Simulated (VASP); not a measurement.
# SnO2 (rutile type) (P4_2/mnm) in VASP: notebook

SnO2 (rutile type) is run at these levels: r2SCAN; tasks: relaxation of shape and atoms at fixed volume, single point, relaxation of cell and atoms.

Program: VASP 6.6.1. These are calculated values, not measurements. Logs are shortened: lines on timing, memory, paths and dates and some standing lists are left out, and cuts for length are marked.

## Step 1: The cell of the first run

The structure is tetragonal, space group P4_2/mnm (No. 136). The conventional cell has a = 4.059 Å, b = 4.059 Å, c = 2.729 Å, α = 90.00°, β = 90.00°, γ = 90.00°. Within 2.3 Å of Sn (site symmetry mmm) lie 6 O at 1.76 Å. Within 2.3 Å of O (site symmetry m2m) lie 3 Sn at 1.76 Å and 1 O at 2.23 Å.

## Step 2: Relaxation of shape and atoms at fixed volume, r2SCAN

File POSCAR:

```
SnO2
1.0
    4.0588257431      0.0000000000      0.0000000000
    0.0000000000      4.0588257431      0.0000000000
    0.0000000000      0.0000000000      2.7292833154
Sn O
2 4
Direct
    0.0000000000      0.0000000000      0.0000000000
    0.5000000000      0.5000000000      0.5000000000
    0.3059052378      0.3059052378      0.0000000000
    0.6940947622      0.6940947622      0.0000000000
    0.8059052378      0.1940947622      0.5000000000
    0.1940947622      0.8059052378      0.5000000000
```

File INCAR.step1:

```
PREC = Accurate
ENCUT = 600
ISMEAR = -1
SIGMA = 0.05
LREAL = F
LASPH = T
NELM = 100
GGA = PE
ALGO = Normal
EDIFF = 1E-4
LWAVE = T
LCHARG = F
```

File INCAR.step2:

```
PREC = Accurate
ENCUT = 600
EDIFF = 1E-6
ISMEAR = -1
SIGMA = 0.05
LREAL = F
LASPH = T
NELM = 100
ALGO = Normal
ISIF = 4
LWAVE = F
LCHARG = F
METAGGA = R2SCAN
LMIXTAU = T
IBRION = 2
NSW = 50
EDIFFG = -0.005
ISTART = 1
```

File KPOINTS:

```
regular mesh
0
Gamma
  7 7 10
```

Potentials or basis: VASP PAW PBE potentials, release 64 (Sn_d, O).

Started as:

```sh
> cat potpaw_PBE.64/Sn_d/POTCAR potpaw_PBE.64/O/POTCAR > POTCAR
> cp INCAR.step1 INCAR
> mpirun -np 1 vasp_std > vasp.out
> cp INCAR.step2 INCAR
> mpirun -np 1 vasp_std > vasp.out
```

OUTCAR:

```text
PREC = Accurate
   ENCUT = 600
   EDIFF = 1E-6
   ISMEAR = -1
   LREAL = F
   LASPH = T
   NELM = 100
   ISIF = 4
   METAGGA = R2SCAN
   IBRION = 2
   NSW = 50
   EDIFFG = -0.005
   ISTART = 1

 ion  position               nearest neighbor table
   1  0.000  0.000  0.000-   3 1.76   4 1.76   5 1.76   6 1.76   5 1.76   6 1.76   2 3.18   2 3.18
                             2 3.18   2 3.18   2 3.18   2 3.18   2 3.18   2 3.18
   2  0.500  0.500  0.500-   5 1.76   6 1.76   3 1.76   4 1.76   3 1.76   4 1.76   1 3.18   1 3.18
                             1 3.18   1 3.18   1 3.18   1 3.18   1 3.18   1 3.18
   3  0.306  0.306  0.000-   1 1.76   2 1.76   2 1.76
   4  0.694  0.694  0.000-   1 1.76   2 1.76   2 1.76
   5  0.806  0.194  0.500-   2 1.76   1 1.76   1 1.76
   6  0.194  0.806  0.500-   2 1.76   1 1.76   1 1.76

  LATTYP: Found a simple tetragonal cell.
 ALAT       =     4.0588257431
 C/A-ratio  =     0.6724317544

  Lattice vectors:

 A1 = (   4.0588257431,   0.0000000000,   0.0000000000)
 A2 = (   0.0000000000,   4.0588257431,   0.0000000000)
 A3 = (   0.0000000000,   0.0000000000,   2.7292833154)

Analysis of symmetry for initial positions (statically):
=====================================================================
 Subroutine PRICEL returns:
 Original cell was already a primitive cell.

 Routine SETGRP: Setting up the symmetry group for a
 simple tetragonal supercell.

 Subroutine GETGRP returns: Found 16 space group operations
 (whereof  8 operations were pure point group operations)
 out of a pool of 16 trial point group operations.

The static configuration has the point symmetry D_2h.
 The point group associated with its full space group is D_4h.

Analysis of symmetry for dynamics (positions and initial velocities):
=====================================================================
 Subroutine PRICEL returns:
 Original cell was already a primitive cell.

 Routine SETGRP: Setting up the symmetry group for a
 simple tetragonal supercell.

 Subroutine GETGRP returns: Found 16 space group operations
 (whereof  8 operations were pure point group operations)
 out of a pool of 16 trial point group operations.

The dynamic configuration has the point symmetry D_2h.
 The point group associated with its full space group is D_4h.

 Subroutine INISYM returns: Found 16 space group operations
 (whereof  8 operations are pure point group operations),
 and found     1 'primitive' translations

----------------------------------------------------------------------------------------

                                     Primitive cell

  volume of cell :      44.9624

  direct lattice vectors                    reciprocal lattice vectors
     4.058825743  0.000000000  0.000000000     0.246376677  0.000000000  0.000000000
     0.000000000  4.058825743  0.000000000     0.000000000  0.246376677  0.000000000
     0.000000000  0.000000000  2.729283315     0.000000000  0.000000000  0.366396553

  length of vectors
     4.058825743  4.058825743  2.729283315     0.246376677  0.246376677  0.366396553

  position of ions in fractional coordinates (direct lattice)
     0.000000000  0.000000000  0.000000000
     0.500000000  0.500000000  0.500000000
     0.305905238  0.305905238  0.000000000
     0.694094762  0.694094762  0.000000000
     0.805905238  0.194094762  0.500000000
     0.194094762  0.805905238  0.500000000

  ion indices of the primitive-cell ions
   primitive index   ion index
                 1           1
                 2           2
                 3           3
                 4           4
                 5           5
                 6           6

----------------------------------------------------------------------------------------

 KPOINTS: regular mesh

Automatic generation of k-mesh.
 Grid dimensions read from file:
 generate k-points for:    7    7   10

 Generating k-lattice:

  Cartesian coordinates                     Fractional coordinates (reciprocal lattice)
     0.035196668  0.000000000  0.000000000     0.142857143  0.000000000  0.000000000
     0.000000000  0.035196668  0.000000000     0.000000000  0.142857143  0.000000000
     0.000000000  0.000000000  0.036639655     0.000000000  0.000000000  0.100000000

  Length of vectors
     0.035196668  0.035196668  0.036639655

  Shift w.r.t. Gamma in fractional coordinates (k-lattice)
     0.000000000  0.000000000  0.000000000

 Subroutine IBZKPT returns following result:
 ===========================================

 Found     60 irreducible k-points:

 Following reciprocal coordinates:
            Coordinates               Weight
  0.000000  0.000000  0.000000      1.000000
  0.142857  0.000000  0.000000      4.000000
  0.285714  0.000000  0.000000      4.000000
  0.428571  0.000000  0.000000      4.000000
  0.142857  0.142857  0.000000      4.000000
  0.285714  0.142857  0.000000      8.000000
[... 16 lines left out ...]
  0.285714  0.000000  0.200000      8.000000
  0.428571  0.000000  0.200000      8.000000
 [... further k-points ...]
   k-points           NKPTS =     60   k-points in BZ     NKDIM =     60   number of bands    NBANDS=     31
   number of dos      NEDOS =    301   number of ions     NIONS =      6
   total plane-waves  NPLWV =  24576
   dimension x,y,z NGX =    32 NGY =   32 NGZ =   24
   dimension x,y,z NGXF=    64 NGYF=   64 NGZF=   48
   ions per type =               2   4
   NGX,Y,Z   is equivalent  to a cutoff of  13.11, 13.11, 14.62 a.u.
   NGXF,Y,Z  is equivalent  to a cutoff of  26.21, 26.21, 29.24 a.u.
 SYSTEM =  unknown system
   PREC   = accura    normal or accurate (medium, high low for compatibility)
   ISTART =      1    job   : 0-new  1-cont  2-samecut
   ICHARG =      0    charge: 1-file 2-atom 10-const
   ISPIN  =      1    spin polarized calculation?
   LNONCOLLINEAR =      F non collinear calculations
   LSORBIT =      F    spin-orbit coupling
   LASPH  =      T    aspherical Exc in radial PAW
   ENCUT  =  600.0 eV  44.10 Ry    6.64 a.u.   8.11  8.11  5.45*2*pi/ulx,y,z
   NELM   =    100;   NELMIN=  2; NELMDL=  0     # of ELM steps
   EDIFF  = 0.1E-05   stopping-criterion for ELM
   LREAL  =      F    real-space projection
   EDIFFG = -.5E-02   stopping-criterion for IOM
   NSW    =     50    number of steps for IOM
   IBRION =      2    ionic relax: 0-MD 1-quasi-New 2-CG
   NFREE  =      1    steps in history (QN), initial steepest desc. (CG)
   ISIF   =      4    stress and relaxation
   ISYM   =      2    0-nonsym 1-usesym 2-fastsym
   POTIM  = 0.5000    time-step for ionic-motion
   TEBEG  =    0.0;   TEEND  =   0.0 temperature during run
   PSTRESS=    0.0 pullay stress
   NELECT =      52.0000    total number of electrons
   NUPDOWN=      -1.0000    fix difference up-down
   EMIN   =  10.00;   EMAX   =-10.00  energy-range for DOS
   EFERMI =   0.00;   METHOD = LEGACY
   ISMEAR =    -1;   SIGMA  =   0.05  broadening in eV -4-tet -1-fermi 0-gaus
   EFERMI_NEDOS =   21; number of points for ismear=-14 and -15
   IALGO  =     38    algorithm
   IMIX   =      4    mixing-type and parameters
     AMIX     =   0.40;   BMIX     =  1.00
     AMIX_MAG =   1.60;   BMIX_MAG =  1.00
  volume/ion in A,a.u.               =       7.49        50.57
  Fermi-wavevector in a.u.,A,eV,Ry     =   1.718407  3.247319 40.176970  2.952924
  Thomas-Fermi vector in A             =   2.795226
   LORBIT       =      0    0 simple, 1 ext, 2 COOP (PROOUT), +10 PAW based schemes
   METAGGA = R2SCAN    functional components
   LHFCALC =     F    Hartree Fock is set to
   AEXX    =    0.0000 exact exchange contribution
   IVDW    =     0    specifies the selected vdW correction
   LEPSILON=     F    determine dielectric tensor
   LRPA    =     F    only Hartree local field effects (RPA)
 conjugate gradient relaxation of ions
 non-spin polarized calculation
  energy-cutoff  :      600.00
  volume of cell :       44.96
 maximum number of plane-waves:      1521
   NGX = 17   NGY = 17   NGZ = 11

--------------------------------------- Ionic step        1  -------------------------------------------

 number of electron      51.9999999 magnetization

 Free energy of the ion-electron system (eV)
  ---------------------------------------------------
  ext. energy  EPLUGINS =         0.00000000
  ---------------------------------------------------
  free energy    TOTEN  =       -67.17709244 eV

  energy without entropy =      -67.17709244  energy(sigma->0) =      -67.17709244

------------------------ aborting loop because EDIFF is reached ----------------------------------------

  FORCE on cell =-STRESS in cart. coord.  units (eV):
  Direction    XX          YY          ZZ          XY          YZ          ZX
  --------------------------------------------------------------------------------------
  -------------------------------------------------------------------------------------
  Total       78.1773107     78.1773107    100.8938515     -0.0000000      0.0000000      0.0000000
  in kB     2785.7483133   2785.7483133   3595.2231436     -0.0000000      0.0000000      0.0000000
  external PRESSURE =    3055.5732567 kB  Pullay stress =       0.0000000 kB
[... 101 lines left out ...]
  FREE ENERGIE OF THE ION-ELECTRON SYSTEM (eV)
  ---------------------------------------------------
  free  energy   TOTEN  =       -67.6502232864 eV

  energy  without entropy=      -67.6502232864  energy(sigma->0) =      -67.65022329

[... ionic steps 4 to 7 ...]

--------------------------------------- Ionic step        8  -------------------------------------------

 number of electron      52.0000004 magnetization

------------------------ aborting loop because EDIFF is reached ----------------------------------------

  FORCE on cell =-STRESS in cart. coord.  units (eV):
  Direction    XX          YY          ZZ          XY          YZ          ZX
  --------------------------------------------------------------------------------------
  -------------------------------------------------------------------------------------
  Total       79.3975305     79.3975305     81.0558328     -0.0000000      0.0000000      0.0000000
  in kB     2829.2292847   2829.2292847   2888.3207606     -0.0000000      0.0000000      0.0000000
  external PRESSURE =    2848.9264433 kB  Pullay stress =       0.0000000 kB
[... 65 lines left out ...]
  energy  without entropy=      -68.0025753706  energy(sigma->0) =      -68.00257537

--------------------------------------- Ionic step       10  -------------------------------------------

 number of electron      52.0000011 magnetization

 Free energy of the ion-electron system (eV)
  ---------------------------------------------------
  ext. energy  EPLUGINS =         0.00000000
  ---------------------------------------------------
  free energy    TOTEN  =       -68.10583550 eV

  energy without entropy =      -68.10583550  energy(sigma->0) =      -68.10583550

 E-fermi :  14.9993     XC(G=0): -15.0415

 val. band max:       13.8589611809   @ k =   0.4286   0.0000   0.5000
 cond. band min:      20.5750199272   @ k =   0.0000   0.0000   0.0000
 fundamental gap:      6.7160587463
 Fermi energy:        14.9992514281

 k-point     1 :       0.0000    0.0000    0.0000
  band No.  band energies     occupation
      1     -11.6870      2.00000
      2     -11.4531      2.00000
      3      -7.9330      2.00000
      4      -7.3495      2.00000
      5      -7.2929      2.00000
      6      -7.2929      2.00000
[... 805 lines left out ...]
     30      24.4540      0.00000
     31      28.7552      0.00000

 [... further k-points ...]
[... 5 lines left out ...]
  --------------------------------------------------------------------------------------
  -------------------------------------------------------------------------------------
  Total       79.7920130     79.7920130     79.7901544      0.0000000      0.0000000      0.0000000
  in kB     2843.2861599   2843.2861599   2843.2199329      0.0000000      0.0000000      0.0000000
  external PRESSURE =    2843.2640842 kB  Pullay stress =       0.0000000 kB
[... 21 lines left out ...]
  FREE ENERGIE OF THE ION-ELECTRON SYSTEM (eV)
  ---------------------------------------------------
  free  energy   TOTEN  =       -68.1058355018 eV

  energy  without entropy=      -68.1058355018  energy(sigma->0) =      -68.10583550

 reached required accuracy - stopping structural energy minimisation
```

Wall time 15 min (1 thread of Intel Xeon 6975P-C (Granite Rapids), shared host); peak memory 0.22 GiB.

Results:

```
Free energy             : -68.1058 eV
Pressure after relaxing : 284.3 GPa
Band gap on the k mesh  : 6.72 eV (least direct gap 8.32 eV)
```

Final structure:
```xyz
6
Lattice="3.8559 0.0000 0.0000 0.0000 3.8559 0.0000 0.0000 0.0000 3.0242" Properties=species:S:1:pos:R:3 pbc="T T T"
Sn    0.0000    0.0000    0.0000
Sn    1.9279    1.9279    1.5121
O     1.2088    1.2088    3.0242
O     2.6470    2.6470    0.0000
O     3.1368    0.7191    1.5121
O     0.7191    3.1368    1.5121
```

Caveat: the PAW data sets were made with another functional, which shifts forces and pressure a little; spin-orbit coupling is left out, which moves the levels of the heavy elements. A k mesh can miss the band edges.

[end of part 1 of 2]
